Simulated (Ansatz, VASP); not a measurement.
Two plane-wave programs on Bi2S3

```
Bi S
1.0
    11.26900    0.00000    0.00000
     0.00000    3.97170    0.00000
     0.00000    0.00000   11.12900
Bi S
8 12
Direct
  0.01034 0.25000 0.67506
  0.48966 0.75000 0.17506
  0.51034 0.25000 0.82494
  0.98966 0.75000 0.32494
  0.33677 0.25000 0.46801
  0.16323 0.75000 0.96801
  0.83677 0.25000 0.03199
  0.66323 0.75000 0.53199
  0.05001 0.25000 0.12935
  0.44999 0.75000 0.62935
  0.55001 0.25000 0.37065
  0.94999 0.75000 0.87065
  0.37741 0.25000 0.05641
  0.12259 0.75000 0.55641
  0.87741 0.25000 0.44359
  0.62259 0.75000 0.94359
  0.21651 0.25000 0.80639
  0.28349 0.75000 0.30639
  0.71651 0.25000 0.69361
  0.78349 0.75000 0.19361
```

Alike in both runs: functional PBE; k mesh 3 × 7 × 3; occupations fermi-dirac, width 0.02 eV; no spin polarisation.

Ansatz relaxed the structure, and its values are those at the end. VASP's run is a single point on that final structure, the one shown.

```csv
,VASP,Ansatz
version,VASP 6.6.1,Ansatz 0.2.0
potentials or method,"VASP PAW PBE potentials, release 64 (Bi_d, S)","plane-wave PAW, scalar-relativistic"
plane-wave cutoff (eV),520,420
valence electrons in the cell,192,192
```

```csv
,VASP,Ansatz,Ansatz less VASP
gap on the k mesh at the Fermi level (eV),1.31,1.30,-0.004
pressure (GPa),1.6,1.7,+0.08
rms of the force components (eV/Å),0.009,0.005,-0.0041
```

The functional is the same, so the differences come from potentials, cutoffs and numerics. Ansatz's warnings: stress scf threshold loose.

Neither program's run includes spin-orbit coupling.
